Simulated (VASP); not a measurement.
# SnSe (Fm-3m) in VASP: a series of runs, part 2 of 2

VASP 6.6.1. Earlier steps stand in the parts before.

## (3) Single point, LDA

File INCAR:

```
PREC = Accurate
ENCUT = 500
EDIFF = 1E-6
ISMEAR = 0
SIGMA = 0.01
LREAL = False
LASPH = True
NELM = 120
ALGO = Normal
ISIF = 2
LWAVE = False
LCHARG = False
GGA = CA
NBANDS = 17
GGA_COMPAT = False
```

File KPOINTS:

```
Automatic mesh
0
Gamma
  6 6 6
```

File POSCAR:

```
SnSe
1.0
    0.0000000000      2.9848894956      2.9848894956
    2.9848894956      0.0000000000      2.9848894956
    2.9848894956      2.9848894956      0.0000000000
Sn Se
1 1
Direct
    0.0000000000      0.0000000000      0.0000000000
    0.5000000000      0.5000000000      0.5000000000
```

Potentials or basis: VASP PAW LDA potentials, release 64 (Sn_d, Se).

Command:

```console
$ cat potpaw_LDA.64/Sn_d/POTCAR potpaw_LDA.64/Se/POTCAR > POTCAR
$ mpirun -np 1 vasp_std > vasp.out
```

OUTCAR:

```text
PREC = Accurate
   ENCUT = 500
   EDIFF = 1E-6
   ISMEAR = 0
   LREAL = False
   LASPH = True
   NELM = 120
   ISIF = 2
   GGA = CA

 ion  position               nearest neighbor table
   1  0.000  0.000  0.000-   2 2.98   2 2.98   2 2.98   2 2.98   2 2.98   2 2.98
   2  0.500  0.500  0.500-   1 2.98   1 2.98   1 2.98   1 2.98   1 2.98   1 2.98

  LATTYP: Found a face centered cubic cell.
 ALAT       =     5.9697789912

  Lattice vectors:

 A1 = (   0.0000000000,   2.9848894956,   2.9848894956)
 A2 = (   2.9848894956,   0.0000000000,   2.9848894956)
 A3 = (   2.9848894956,   2.9848894956,   0.0000000000)

Analysis of symmetry for initial positions (statically):
=====================================================================
 Subroutine PRICEL returns:
 Original cell was already a primitive cell.

 Routine SETGRP: Setting up the symmetry group for a
 face centered cubic supercell.

 Subroutine GETGRP returns: Found 48 space group operations
 (whereof 48 operations were pure point group operations)
 out of a pool of 48 trial point group operations.

The static configuration has the point symmetry O_h .

Analysis of symmetry for dynamics (positions and initial velocities):
[... 151 lines left out ...]

 val. band max:        5.5916069938   @ k =   0.5000   0.0000   0.0000
 cond. band min:       6.3232648744   @ k =   0.5000   0.0000   0.0000
 fundamental gap:      0.7316578806
 Fermi energy:         5.6696630118

 k-point     1 :       0.0000    0.0000    0.0000
  band No.  band energies     occupation
      1     -15.7930      2.00000
      2     -15.7930      2.00000
      3     -15.7895      2.00000
      4     -15.7895      2.00000
      5     -15.7895      2.00000
      6      -8.3468      2.00000
[... 297 lines left out ...]
      4     -15.7765      2.00000
      5     -15.7694      2.00000
      6      -7.0329      2.00000
[... 9 lines left out ...]
     16      17.0150      0.00000
     17      18.5352      0.00000

------------------------ aborting loop because EDIFF is reached ----------------------------------------

  FORCE on cell =-STRESS in cart. coord.  units (eV):
  Direction    XX          YY          ZZ          XY          YZ          ZX
  --------------------------------------------------------------------------------------
  -------------------------------------------------------------------------------------
  Total       -0.7928079     -0.7928079     -0.7928079      0.0000000      0.0000000     -0.0000000
  in kB      -23.8816190    -23.8816190    -23.8816190      0.0000000      0.0000000     -0.0000000
  external PRESSURE =     -23.8816190 kB  Pullay stress =       0.0000000 kB

 VOLUME and BASIS-vectors are now :
 -----------------------------------------------------------------------------
  energy-cutoff  :      500.00
  volume of cell :       53.19
      direct lattice vectors                 reciprocal lattice vectors
     0.000000000  2.984889496  2.984889496    -0.167510389  0.167510389  0.167510389
     2.984889496  0.000000000  2.984889496     0.167510389 -0.167510389  0.167510389
     2.984889496  2.984889496  0.000000000     0.167510389  0.167510389 -0.167510389

 POSITION                                       TOTAL-FORCE (eV/Angst)
 -----------------------------------------------------------------------------------
      0.00000      0.00000      0.00000        -0.000000      0.000000      0.000000
      2.98489      2.98489      2.98489         0.000000     -0.000000     -0.000000
 -----------------------------------------------------------------------------------
    total drift:                                0.000000     -0.000000     -0.000000

  FREE ENERGIE OF THE ION-ELECTRON SYSTEM (eV)
  ---------------------------------------------------
  free  energy   TOTEN  =        -9.5184136527 eV

  energy  without entropy=       -9.5184136527  energy(sigma->0) =       -9.51841365
```

Wall time 17 s (1 thread of AMD EPYC 7R43 (Zen 3), shared host); peak memory 0.12 GiB.

Results:

* Free energy: -9.5184 eV
* Pressure: -2.4 GPa
* Band gap on the k mesh: 0.73 eV

Levels at points of the mesh, in eV from the valence-band top:
| k point | band 7 | band 8 | band 9 | band 10 | band 11 | band 12 | band 13 | band 14 |
| --- | --- | --- | --- | --- | --- | --- | --- | --- |
| (0.00, 0.00, 0.00) | -4.99 | -2.13 | -2.13 | -2.13 | 4.43 | 4.43 | 4.43 | 5.95 |
| (0.50, 0.00, 0.00) | -8.12 | -1.87 | -1.87 | 0.00 | 0.73 | 1.29 | 1.29 | 8.34 |
| (0.50, 0.50, 0.00) | -6.00 | -5.54 | -3.64 | -3.64 | 3.02 | 5.51 | 5.51 | 6.14 |

Caveat: spin-orbit coupling is left out, which moves the levels of the heavy elements. A k mesh can miss the band edges.

## (4) Single point, PBEsol

File INCAR:

```
PREC = Accurate
ENCUT = 500
EDIFF = 1E-6
ISMEAR = 1
SIGMA = 0.001
LREAL = F
LASPH = T
NELM = 120
ALGO = Normal
ISIF = 2
LWAVE = F
LCHARG = F
GGA = PS
NBANDS = 17
GGA_COMPAT = F
```

KPOINTS is that of step 3.

POSCAR is that of step 3.

Potentials or basis: VASP PAW PBE potentials, release 64 (Sn_d, Se).

Command:

```console
$ cat potpaw_PBE.64/Sn_d/POTCAR potpaw_PBE.64/Se/POTCAR > POTCAR
$ mpirun -np 1 vasp_std > vasp.out
```

OUTCAR:

```text
PREC = Accurate
   ENCUT = 500
   EDIFF = 1E-6
   ISMEAR = 1
   LREAL = F
   LASPH = T
   NELM = 120
   ISIF = 2
   GGA = PS

 ion  position               nearest neighbor table
   1  0.000  0.000  0.000-   2 2.98   2 2.98   2 2.98   2 2.98   2 2.98   2 2.98
   2  0.500  0.500  0.500-   1 2.98   1 2.98   1 2.98   1 2.98   1 2.98   1 2.98

  LATTYP: Found a face centered cubic cell.
 ALAT       =     5.9697789912

  Lattice vectors:

 A1 = (   0.0000000000,   2.9848894956,   2.9848894956)
 A2 = (   2.9848894956,   0.0000000000,   2.9848894956)
 A3 = (   2.9848894956,   2.9848894956,   0.0000000000)

Analysis of symmetry for initial positions (statically):
=====================================================================
 Subroutine PRICEL returns:
 Original cell was already a primitive cell.

 Routine SETGRP: Setting up the symmetry group for a
 face centered cubic supercell.

 Subroutine GETGRP returns: Found 48 space group operations
 (whereof 48 operations were pure point group operations)
 out of a pool of 48 trial point group operations.

The static configuration has the point symmetry O_h .

Analysis of symmetry for dynamics (positions and initial velocities):
=====================================================================
 Subroutine PRICEL returns:
 Original cell was already a primitive cell.

 Routine SETGRP: Setting up the symmetry group for a
 face centered cubic supercell.

 Subroutine GETGRP returns: Found 48 space group operations
 (whereof 48 operations were pure point group operations)
 out of a pool of 48 trial point group operations.

The dynamic configuration has the point symmetry O_h .

 Subroutine INISYM returns: Found 48 space group operations
 (whereof 48 operations are pure point group operations),
 and found     1 'primitive' translations
[... 99 lines left out ...]
   EMIN   =  10.00;   EMAX   =-10.00  energy-range for DOS
   EFERMI =   0.00;   METHOD = LEGACY
   ISMEAR =     1;   SIGMA  =   0.00  broadening in eV -4-tet -1-fermi 0-gaus
   EFERMI_NEDOS =   21; number of points for ismear=-14 and -15
   IALGO  =     38    algorithm
   IMIX   =      4    mixing-type and parameters
     AMIX     =   0.40;   BMIX     =  1.00
     AMIX_MAG =   1.60;   BMIX_MAG =  1.00
  volume/ion in A,a.u.               =      26.59       179.47
  Fermi-wavevector in a.u.,A,eV,Ry     =   1.181626  2.232949 18.996987  1.396239
  Thomas-Fermi vector in A             =   2.317895
   LORBIT       =      0    0 simple, 1 ext, 2 COOP (PROOUT), +10 PAW based schemes
   GGA     = PS    functional components
   LHFCALC =     F    Hartree Fock is set to
   AEXX    =    0.0000 exact exchange contribution
   IVDW    =     0    specifies the selected vdW correction
   LEPSILON=     F    determine dielectric tensor
   LRPA    =     F    only Hartree local field effects (RPA)
 non-spin polarized calculation
 Methfessel and Paxton  Order N= 1 SIGMA  =   0.00
  energy-cutoff  :      500.00
  volume of cell :       53.19
 maximum number of plane-waves:      1363
   NGX = 15   NGY = 15   NGZ = 15

 number of electron      20.0000008 magnetization

 Free energy of the ion-electron system (eV)
  ---------------------------------------------------
  ext. energy  EPLUGINS =         0.00000000
  ---------------------------------------------------
  free energy    TOTEN  =        -9.00606220 eV

  energy without entropy =       -9.00606220  energy(sigma->0) =       -9.00606220

 E-fermi :   5.6517     XC(G=0):  -9.8954

 val. band max:        5.6141211655   @ k =   0.5000   0.0000   0.0000
 cond. band min:       6.3720111210   @ k =   0.5000   0.0000   0.0000
 fundamental gap:      0.7578899555
 Fermi energy:         5.6517212927

 k-point     1 :       0.0000    0.0000    0.0000
  band No.  band energies     occupation
      1     -15.7668      2.00000
      2     -15.7668      2.00000
      3     -15.7660      2.00000
      4     -15.7660      2.00000
      5     -15.7660      2.00000
      6      -8.3438      2.00000
[... 297 lines left out ...]
      4     -15.7530      2.00000
      5     -15.7459      2.00000
      6      -7.0249      2.00000
[... 9 lines left out ...]
     16      16.9896      0.00000
     17      18.4910      0.00000

------------------------ aborting loop because EDIFF is reached ----------------------------------------

  FORCE on cell =-STRESS in cart. coord.  units (eV):
  Direction    XX          YY          ZZ          XY          YZ          ZX
  --------------------------------------------------------------------------------------
  -------------------------------------------------------------------------------------
  Total       -0.3326265     -0.3326265     -0.3326265      0.0000000      0.0000000      0.0000000
  in kB      -10.0196534    -10.0196534    -10.0196534      0.0000000      0.0000000      0.0000000
  external PRESSURE =     -10.0196534 kB  Pullay stress =       0.0000000 kB

 VOLUME and BASIS-vectors are now :
 -----------------------------------------------------------------------------
  energy-cutoff  :      500.00
  volume of cell :       53.19
      direct lattice vectors                 reciprocal lattice vectors
     0.000000000  2.984889496  2.984889496    -0.167510389  0.167510389  0.167510389
     2.984889496  0.000000000  2.984889496     0.167510389 -0.167510389  0.167510389
     2.984889496  2.984889496  0.000000000     0.167510389  0.167510389 -0.167510389

 POSITION                                       TOTAL-FORCE (eV/Angst)
 -----------------------------------------------------------------------------------
      0.00000      0.00000      0.00000         0.000000     -0.000000      0.000000
      2.98489      2.98489      2.98489        -0.000000      0.000000     -0.000000
 -----------------------------------------------------------------------------------
    total drift:                                0.000000     -0.000000     -0.000000

  FREE ENERGIE OF THE ION-ELECTRON SYSTEM (eV)
  ---------------------------------------------------
  free  energy   TOTEN  =        -9.0060622011 eV

  energy  without entropy=       -9.0060622011  energy(sigma->0) =       -9.00606220
```

OSZICAR:

```text
N       E                     dE             d eps       ncg     rms          rms(c)
DAV:   1     0.130921794390E+03    0.13092E+03   -0.96616E+03   571   0.138E+03
DAV:   2     0.336512858634E+01   -0.12756E+03   -0.12331E+03   585   0.343E+02
DAV:   3    -0.881749800807E+01   -0.12183E+02   -0.12105E+02   682   0.915E+01
DAV:   4    -0.914978158306E+01   -0.33228E+00   -0.33199E+00   652   0.159E+01
DAV:   5    -0.915912754704E+01   -0.93460E-02   -0.93451E-02   736   0.266E+00    0.319E+00
DAV:   6    -0.901059507812E+01    0.14853E+00   -0.35429E-01   781   0.398E+00    0.194E+00
DAV:   7    -0.900628115714E+01    0.43139E-02   -0.62167E-02   691   0.127E+00    0.878E-01
DAV:   8    -0.900615618888E+01    0.12497E-03   -0.60507E-03   679   0.660E-01    0.729E-02
DAV:   9    -0.900604857403E+01    0.10761E-03   -0.96052E-04   803   0.239E-01    0.407E-02
DAV:  10    -0.900606092445E+01   -0.12350E-04   -0.92285E-05   650   0.664E-02    0.671E-03
DAV:  11    -0.900606220678E+01   -0.12823E-05   -0.62534E-06   731   0.181E-02    0.231E-03
DAV:  12    -0.900606220107E+01    0.57134E-08   -0.22884E-07   379   0.631E-03
   1 F= -.90060622E+01 E0= -.90060622E+01  d E =0.000000E+00
```

It took 16 s on 1 thread of AMD EPYC 7R43 (Zen 3), shared host; peak memory 0.14 GiB.

Results:

```yaml
Free_energy: -9.0061 eV
Pressure: -1.0 GPa
Band_gap_on_the_k_mesh: 0.76 eV
```

Caveat: the PAW data sets were made with another functional, which shifts forces and pressure a little; spin-orbit coupling is left out, which moves the levels of the heavy elements. A k mesh can miss the band edges.

## (5) Summary

| level | potentials or basis | smearing | gap on the mesh (eV) | pressure (GPa) |
| --- | --- | --- | --- | --- |
| PBEsol | VASP PAW PBE potentials, release 64 (Sn_d, Se) | gaussian 0.01 eV | 0.76 | -1.0 |
| LDA | VASP PAW LDA potentials, release 64 (Sn_d, Se) | gaussian 0.01 eV | 0.73 | -2.4 |
| PBEsol | VASP PAW PBE potentials, release 64 (Sn_d, Se) | methfessel-paxton 0.001 eV | 0.76 | -1.0 |

Alike in all rows: task single point; no spin polarisation; cell as given; k mesh 6 × 6 × 6; cutoff (eV) 500.

Caveats: spin-orbit coupling is left out, which moves the levels of the heavy elements; the PAW data sets were made with another functional, which shifts forces and pressure a little (at least some runs).

Total energies depend on the potentials used, so only differences within one code and one set of settings carry meaning.
